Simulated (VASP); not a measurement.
# Al (Fm-3m) in VASP: single point with PBE

Aim: the single point of Al with PBE.

All numbers are computed with VASP 6.6.1; they aren't measurements. Logs are shortened: lines on timing, memory, paths and dates and some standing lists are left out, and cuts for length are marked.

### Step 1. The cell of the first run

Symmetry: Fm-3m, No. 225, cubic system. The conventional cell has a = 4.039 Å, b = 4.039 Å, c = 4.039 Å, α = 90.00°, β = 90.00°, γ = 90.00°. Al (site symmetry m-3m) has 12 Al at 2.86 Å within 3.8 Å.

### Step 2. Single point, PBE

The input, INCAR:

```
  PREC = Accurate
  ENCUT = 520
  EDIFF = 1E-6
  ISMEAR = 1
  SIGMA = 0.1
  LREAL = Auto
  LASPH = True
  NELM = 80
  ALGO = Normal
  ISIF = 2
  LWAVE = False
  LCHARG = False
  GGA = PE
  NBANDS = 134
```

The input, KPOINTS:

```
Automatic mesh
0
Gamma
  2 2 2
```

The input, POSCAR:

```
Al
1.0
    0.0000000000      8.0778592000      8.0778592000
    8.0778592000      0.0000000000      8.0778592000
    8.0778592000      8.0778592000      0.0000000000
Al
64
Direct
    0.0000000000      0.0000000000      0.0000000000
    0.0000000000      0.0000000000      0.2500000000
    0.0000000000      0.0000000000      0.5000000000
    0.0000000000      0.0000000000      0.7500000000
    0.0000000000      0.2500000000      0.0000000000
    0.0000000000      0.2500000000      0.2500000000
    0.0000000000      0.2500000000      0.5000000000
    0.0000000000      0.2500000000      0.7500000000
    0.0000000000      0.5000000000      0.0000000000
    0.0000000000      0.5000000000      0.2500000000
    0.0000000000      0.5000000000      0.5000000000
    0.0000000000      0.5000000000      0.7500000000
    0.0000000000      0.7500000000      0.0000000000
    0.0000000000      0.7500000000      0.2500000000
    0.0000000000      0.7500000000      0.5000000000
    0.0000000000      0.7500000000      0.7500000000
    0.2500000000      0.0000000000      0.0000000000
    0.2500000000      0.0000000000      0.2500000000
    0.2500000000      0.0000000000      0.5000000000
    0.2500000000      0.0000000000      0.7500000000
    0.2500000000      0.2500000000      0.0000000000
    0.2500000000      0.2500000000      0.2500000000
    0.2500000000      0.2500000000      0.5000000000
    0.2500000000      0.2500000000      0.7500000000
    0.2500000000      0.5000000000      0.0000000000
    0.2500000000      0.5000000000      0.2500000000
    0.2500000000      0.5000000000      0.5000000000
    0.2500000000      0.5000000000      0.7500000000
    0.2500000000      0.7500000000      0.0000000000
    0.2500000000      0.7500000000      0.2500000000
    0.2500000000      0.7500000000      0.5000000000
    0.2500000000      0.7500000000      0.7500000000
    0.5000000000      0.0000000000      0.0000000000
    0.5000000000      0.0000000000      0.2500000000
    0.5000000000      0.0000000000      0.5000000000
    0.5000000000      0.0000000000      0.7500000000
    0.5000000000      0.2500000000      0.0000000000
    0.5000000000      0.2500000000      0.2500000000
    0.5000000000      0.2500000000      0.5000000000
    0.5000000000      0.2500000000      0.7500000000
    0.5000000000      0.5000000000      0.0000000000
    0.5000000000      0.5000000000      0.2500000000
    0.5000000000      0.5000000000      0.5000000000
    0.5000000000      0.5000000000      0.7500000000
    0.5000000000      0.7500000000      0.0000000000
    0.5000000000      0.7500000000      0.2500000000
    0.5000000000      0.7500000000      0.5000000000
    0.5000000000      0.7500000000      0.7500000000
    0.7500000000      0.0000000000      0.0000000000
    0.7500000000      0.0000000000      0.2500000000
    0.7500000000      0.0000000000      0.5000000000
    0.7500000000      0.0000000000      0.7500000000
    0.7500000000      0.2500000000      0.0000000000
    0.7500000000      0.2500000000      0.2500000000
    0.7500000000      0.2500000000      0.5000000000
    0.7500000000      0.2500000000      0.7500000000
    0.7500000000      0.5000000000      0.0000000000
    0.7500000000      0.5000000000      0.2500000000
    0.7500000000      0.5000000000      0.5000000000
    0.7500000000      0.5000000000      0.7500000000
    0.7500000000      0.7500000000      0.0000000000
    0.7500000000      0.7500000000      0.2500000000
    0.7500000000      0.7500000000      0.5000000000
    0.7500000000      0.7500000000      0.7500000000
```

Potentials or basis: VASP PAW PBE potentials, release 64 (Al).

The run is started by

```sh
$ cat potpaw_PBE.64/Al/POTCAR > POTCAR
$ mpirun -np 1 vasp_std > vasp.out
```

OUTCAR:

```text
PREC = Accurate
   ENCUT = 520
   EDIFF = 1E-6
   ISMEAR = 1
   LREAL = Auto
   LASPH = True
   NELM = 80
   ISIF = 2
   GGA = PE

 ion  position               nearest neighbor table
   1  0.000  0.000  0.000-   2 2.86   4 2.86   5 2.86   8 2.86  13 2.86  14 2.86  17 2.86  20 2.86
                            29 2.86  49 2.86  50 2.86  53 2.86
   2  0.000  0.000  0.250-   1 2.86   3 2.86   5 2.86   6 2.86  14 2.86  15 2.86  17 2.86  18 2.86
                            30 2.86  50 2.86  51 2.86  54 2.86
   3  0.000  0.000  0.500-   2 2.86   4 2.86   6 2.86   7 2.86  15 2.86  16 2.86  18 2.86  19 2.86
                            31 2.86  51 2.86  52 2.86  55 2.86
   4  0.000  0.000  0.750-   1 2.86   3 2.86   7 2.86   8 2.86  13 2.86  16 2.86  19 2.86  20 2.86
                            32 2.86  49 2.86  52 2.86  56 2.86
   5  0.000  0.250  0.000-   1 2.86   2 2.86   6 2.86   8 2.86   9 2.86  12 2.86  17 2.86  21 2.86
                            24 2.86  53 2.86  54 2.86  57 2.86
   6  0.000  0.250  0.250-   2 2.86   3 2.86   5 2.86   7 2.86   9 2.86  10 2.86  18 2.86  21 2.86
                            22 2.86  54 2.86  55 2.86  58 2.86
   7  0.000  0.250  0.500-   3 2.86   4 2.86   6 2.86   8 2.86  10 2.86  11 2.86  19 2.86  22 2.86
                            23 2.86  55 2.86  56 2.86  59 2.86
   8  0.000  0.250  0.750-   1 2.86   4 2.86   5 2.86   7 2.86  11 2.86  12 2.86  20 2.86  23 2.86
                            24 2.86  53 2.86  56 2.86  60 2.86
   9  0.000  0.500  0.000-   5 2.86   6 2.86  10 2.86  12 2.86  13 2.86  16 2.86  21 2.86  25 2.86
[... 117 lines left out ...]
 A1 = (   0.0000000000,   8.0778592000,   8.0778592000)
 A2 = (   8.0778592000,   0.0000000000,   8.0778592000)
 A3 = (   8.0778592000,   8.0778592000,   0.0000000000)

Analysis of symmetry for initial positions (statically):
=====================================================================
 Subroutine PRICEL returns following result:

  LATTYP: Found a face centered cubic cell.
 ALAT       =     4.0389296000

  Lattice vectors:

 A1 = (   0.0000000000,   2.0194648000,   2.0194648000)
 A2 = (   2.0194648000,   0.0000000000,   2.0194648000)
 A3 = (   2.0194648000,   2.0194648000,   0.0000000000)

  64 primitive cells build up your supercell.

 Routine SETGRP: Setting up the symmetry group for a
 face centered cubic supercell.

 Subroutine GETGRP returns: Found 48 space group operations
 (whereof 48 operations were pure point group operations)
 out of a pool of 48 trial point group operations.

The static configuration has the point symmetry O_h .

Analysis of symmetry for dynamics (positions and initial velocities):
=====================================================================
 Subroutine PRICEL returns following result:

  LATTYP: Found a face centered cubic cell.
 ALAT       =     4.0389296000

  Lattice vectors:

 A1 = (   0.0000000000,   2.0194648000,   2.0194648000)
 A2 = (   2.0194648000,   0.0000000000,   2.0194648000)
 A3 = (   2.0194648000,   2.0194648000,   0.0000000000)

  64 primitive cells build up your supercell.

 Routine SETGRP: Setting up the symmetry group for a
 face centered cubic supercell.

 Subroutine GETGRP returns: Found 48 space group operations
 (whereof 48 operations were pure point group operations)
 out of a pool of 48 trial point group operations.

The dynamic configuration has the point symmetry O_h .

 Subroutine INISYM returns: Found 48 space group operations
 (whereof 48 operations are pure point group operations),
 and found    64 'primitive' translations

----------------------------------------------------------------------------------------

                                     Primitive cell

  volume of cell :      16.4717

  direct lattice vectors                    reciprocal lattice vectors
     0.000000000  2.019464800  2.019464800    -0.247590352  0.247590352  0.247590352
     2.019464800  0.000000000  2.019464800     0.247590352 -0.247590352  0.247590352
     2.019464800  2.019464800  0.000000000     0.247590352  0.247590352 -0.247590352

  length of vectors
     2.855954509  2.855954509  2.855954509     0.428839069  0.428839069  0.428839069

  position of ions in fractional coordinates (direct lattice)
     0.000000000  0.000000000  0.000000000

  ion indices of the primitive-cell ions
   primitive index   ion index
                 1           1

----------------------------------------------------------------------------------------

 KPOINTS: Automatic mesh

Automatic generation of k-mesh.
 Grid dimensions read from file:
 generate k-points for:    2    2    2

 Generating k-lattice:

  Cartesian coordinates                     Fractional coordinates (reciprocal lattice)
    -0.030948794  0.030948794  0.030948794     0.500000000  0.000000000  0.000000000
     0.030948794 -0.030948794  0.030948794     0.000000000  0.500000000  0.000000000
     0.030948794  0.030948794 -0.030948794     0.000000000  0.000000000  0.500000000

  Length of vectors
     0.053604884  0.053604884  0.053604884

  Shift w.r.t. Gamma in fractional coordinates (k-lattice)
     0.000000000  0.000000000  0.000000000

 Subroutine IBZKPT returns following result:
 ===========================================

 Found      3 irreducible k-points:

 Following reciprocal coordinates:
            Coordinates               Weight
  0.000000  0.000000  0.000000      1.000000
  0.500000  0.000000  0.000000      4.000000
  0.500000  0.500000  0.000000      3.000000
   k-points           NKPTS =      3   k-points in BZ     NKDIM =      3   number of bands    NBANDS=    134
   number of dos      NEDOS =    301   number of ions     NIONS =     64
   total plane-waves  NPLWV = 729000
   dimension x,y,z NGX =    90 NGY =   90 NGZ =   90
   dimension x,y,z NGXF=   180 NGYF=  180 NGZF=  180
   ions per type =              64
   NGX,Y,Z   is equivalent  to a cutoff of  13.10, 13.10, 13.10 a.u.
   NGXF,Y,Z  is equivalent  to a cutoff of  26.19, 26.19, 26.19 a.u.
 SYSTEM =  unknown system
   PREC   = accura    normal or accurate (medium, high low for compatibility)
   ISTART =      0    job   : 0-new  1-cont  2-samecut
   ICHARG =      2    charge: 1-file 2-atom 10-const
   ISPIN  =      1    spin polarized calculation?
   LNONCOLLINEAR =      F non collinear calculations
   LSORBIT =      F    spin-orbit coupling
   LASPH  =      T    aspherical Exc in radial PAW
   ENCUT  =  520.0 eV  38.22 Ry    6.18 a.u.  21.24 21.24 21.24*2*pi/ulx,y,z
   NELM   =     80;   NELMIN=  2; NELMDL= -5     # of ELM steps
   EDIFF  = 0.1E-05   stopping-criterion for ELM
   LREAL  =      T    real-space projection
   EDIFFG = 0.1E-04   stopping-criterion for IOM
   NSW    =      0    number of steps for IOM
   IBRION =     -1    ionic relax: 0-MD 1-quasi-New 2-CG
   NFREE  =      0    steps in history (QN), initial steepest desc. (CG)
   ISIF   =      2    stress and relaxation
   ISYM   =      2    0-nonsym 1-usesym 2-fastsym
   POTIM  = 0.5000    time-step for ionic-motion
   TEBEG  =    0.0;   TEEND  =   0.0 temperature during run
   PSTRESS=    0.0 pullay stress
   NELECT =     192.0000    total number of electrons
   NUPDOWN=      -1.0000    fix difference up-down
   EMIN   =  10.00;   EMAX   =-10.00  energy-range for DOS
   EFERMI =   0.00;   METHOD = LEGACY
   ISMEAR =     1;   SIGMA  =   0.10  broadening in eV -4-tet -1-fermi 0-gaus
   EFERMI_NEDOS =   21; number of points for ismear=-14 and -15
   IALGO  =     38    algorithm
   IMIX   =      4    mixing-type and parameters
     AMIX     =   0.40;   BMIX     =  1.00
     AMIX_MAG =   1.60;   BMIX_MAG =  1.00
  volume/ion in A,a.u.               =      16.47       111.16
  Fermi-wavevector in a.u.,A,eV,Ry     =   0.927974  1.753616 11.716453  0.861135
  Thomas-Fermi vector in A             =   2.054101
   LORBIT       =      0    0 simple, 1 ext, 2 COOP (PROOUT), +10 PAW based schemes
   GGA     = PE    functional components
   LHFCALC =     F    Hartree Fock is set to
   AEXX    =    0.0000 exact exchange contribution
   IVDW    =     0    specifies the selected vdW correction
   LEPSILON=     F    determine dielectric tensor
   LRPA    =     F    only Hartree local field effects (RPA)
 non-spin polarized calculation
 Methfessel and Paxton  Order N= 1 SIGMA  =   0.10
  energy-cutoff  :      520.00
  volume of cell :     1054.19
 maximum number of plane-waves:     28475
 NGX is ok and might be reduce to    90
   NGX = 43   NGY = 43   NGZ = 43

 number of electron     191.9999998 magnetization

 Free energy of the ion-electron system (eV)
  ---------------------------------------------------
  ext. energy  EPLUGINS =         0.00000000
  ---------------------------------------------------
  free energy    TOTEN  =      -239.34555542 eV

  energy without entropy =     -239.27418546  energy(sigma->0) =     -239.32176544

 E-fermi :   8.1070     XC(G=0): -10.2016

 val. band max:        7.6927957099   @ k =   0.5000   0.5000   0.0000
 cond. band min:       8.1545607895   @ k =   0.5000   0.0000   0.0000
 fundamental gap:      0.4617650795
 Fermi energy:         8.1070436324

 k-point     1 :       0.0000    0.0000    0.0000
  band No.  band energies     occupation
      1      -3.1272      2.00000
      2      -1.4356      2.00000
      3      -1.4356      2.00000
      4      -1.4356      2.00000
      5      -1.4356      2.00000
      6      -1.4356      2.00000
[... 322 lines left out ...]
    107       8.8541     -0.00000
    108       8.8541     -0.00000
 [bands above 108 left out]

------------------------ aborting loop because EDIFF is reached ----------------------------------------

  FORCE on cell =-STRESS in cart. coord.  units (eV):
  Direction    XX          YY          ZZ          XY          YZ          ZX
  --------------------------------------------------------------------------------------
  -------------------------------------------------------------------------------------
  Total        1.3599144      1.3599144      1.3599144     -0.0000000      0.0000000      0.0000000
  in kB        2.0668232      2.0668232      2.0668232     -0.0000000      0.0000000      0.0000000
  external PRESSURE =       2.0668232 kB  Pullay stress =       0.0000000 kB

 VOLUME and BASIS-vectors are now :
 -----------------------------------------------------------------------------
  energy-cutoff  :      520.00
  volume of cell :     1054.19
      direct lattice vectors                 reciprocal lattice vectors
     0.000000000  8.077859200  8.077859200    -0.061897588  0.061897588  0.061897588
     8.077859200  0.000000000  8.077859200     0.061897588 -0.061897588  0.061897588
     8.077859200  8.077859200  0.000000000     0.061897588  0.061897588 -0.061897588

 POSITION                                       TOTAL-FORCE (eV/Angst)
 -----------------------------------------------------------------------------------
      0.00000      0.00000      0.00000        -0.000000     -0.000000     -0.000000
      2.01946      2.01946      0.00000        -0.000000     -0.000000      0.000000
      4.03893      4.03893      0.00000         0.000000      0.000000      0.000000
      6.05839      6.05839      0.00000         0.000000      0.000000     -0.000000
      2.01946      0.00000      2.01946         0.000000      0.000000     -0.000000
      4.03893      2.01946      2.01946        -0.000000      0.000000      0.000000
[... 56 lines left out ...]
     10.09732     10.09732     12.11679        -0.000000      0.000000     -0.000000
     12.11679     12.11679     12.11679         0.000000      0.000000      0.000000
 -----------------------------------------------------------------------------------
    total drift:                               -0.000000     -0.000000     -0.000000

  FREE ENERGIE OF THE ION-ELECTRON SYSTEM (eV)
  ---------------------------------------------------
  free  energy   TOTEN  =      -239.3455554220 eV

  energy  without entropy=     -239.2741854633  energy(sigma->0) =     -239.32176544
```

Run time: 8.3 min. Hardware: 1 thread of AMD EPYC 9R45 (Zen 5), shared host; peak memory 1.3 GiB.

What came out:

| Property | Result |
| --- | --- |
| Free energy | -239.3456 eV |
| Pressure | 0.2 GPa |
| Band gap on the k mesh | zero (bands 96 and 97 overlap by 0.89 eV) |

The gap in the log of VASP goes by the Fermi energy; the results here count the filled bands.